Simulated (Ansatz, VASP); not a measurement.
**One calculation of NiO, two programs**

File INCAR:

```
SYSTEM = NiO
PREC = Accurate
ENCUT = 700
EDIFF = 1E-6
ISMEAR = 0
SIGMA = 0.05
LREAL = .False.
LASPH = .True.
NELM = 200
ALGO = Normal
ISIF = 2
LWAVE = .False.
LCHARG = .True.
ISPIN = 2
MAGMOM = 2 -2 0 0
LORBIT = 11
LMAXMIX = 4
LDAU = .True.
LDAUTYPE = 2
LDAUL = 2 -1
LDAUU = 6.2 0
LDAUJ = 0 0
LDAUPRINT = 1
GGA = PE
LELF = .True.
LVHAR = .True.
NBANDS = 36
GGA_COMPAT = .False.
```

Contents of KPOINTS:

```
Automatic mesh
0
Gamma
  10 10 5
  0 0 0
```

File POSCAR:

```
NiO
1.0
    0.0000000000      2.3247345634      2.3247345634
    4.6494691268      2.3247345634      2.3247345634
    4.6494691268      4.6494691268      0.0000000000
Ni O
2 2
Direct
    0.0000000000      0.0000000000      0.0000000000
    0.0000000000      0.0000000000      0.5000000000
    0.2500000000      0.2500000000      0.0000000000
    0.2500000000      0.2500000000      0.5000000000
```

Input for Ansatz:

```yaml
crystal:
  lattice:
    - [0.0, 2.3247345634, 2.3247345634]
    - [4.6494691268, 2.3247345634, 2.3247345634]
    - [4.6494691268, 4.6494691268, 0.0]
  atoms:
    - { symbol: Ni, position: [0.0, 0.0, 0.0], spin: 2.0 }
    - { symbol: O, position: [0.25, 0.25, 0.0] }
    - { symbol: Ni, position: [0.0, 0.0, 0.5], spin: -2.0 }
    - { symbol: O, position: [0.25, 0.25, 0.5] }
basis:
  ecutwfc: 420
  ecutrho_ratio: 4
kpoints:
  mp_grid: { grid: [10, 10, 5] }
hamiltonian:
  xc: pbe
  hubbard: { sites: [{ species: Ni, l: d, u_eff: 6.2 }] }
scf:
  occupations: { method: gaussian, width: 0.05 }
  lower_state_search: "off"
output:
  forces: true
  stress: true
  eigenvalues: true
  populations: true
  hubbard: { sites: [{ species: Ni, l: d }] }
magnetization:
  spin_polarized: true
checkpoint:
  read: start.run
  write: ck
  compress: false
  write_wavefunctions: false
  write_every: 100000
```

Alike in both runs: task single point; functional PBE; k mesh 10 × 10 × 5; occupations gaussian, width 0.05 eV; collinear spin; Hubbard terms Ni d U = 6.2 eV.

|  | VASP | Ansatz |
| --- | --- | --- |
| version | VASP 6.6.1 | Ansatz 0.2.0 |
| potentials or method | VASP PAW PBE potentials, release 64 (Ni_sv_GW, O), cutoff 700 eV | scalar-relativistic, plane waves, PAW |
| valence electrons in the cell | 48 | 48 |

Ansatz gave:

- pressure (GPa): -0.6
- net moment per atom (μB): 0.00
- size of the moment on the site where the two differ most (μB): 1.69

Task: Which values does VASP return?

Result: Pressure (GPa): -8.3; net moment per atom (μB): 0.00; size of the moment on the site where the two differ most (μB): 1.65.

Site moments also hang on the region over which each program counts them. The programs project onto different local orbitals, so the same U acts differently, and such runs can settle in different states.

The k mesh is coarse, so the values compare programs but aren't converged.
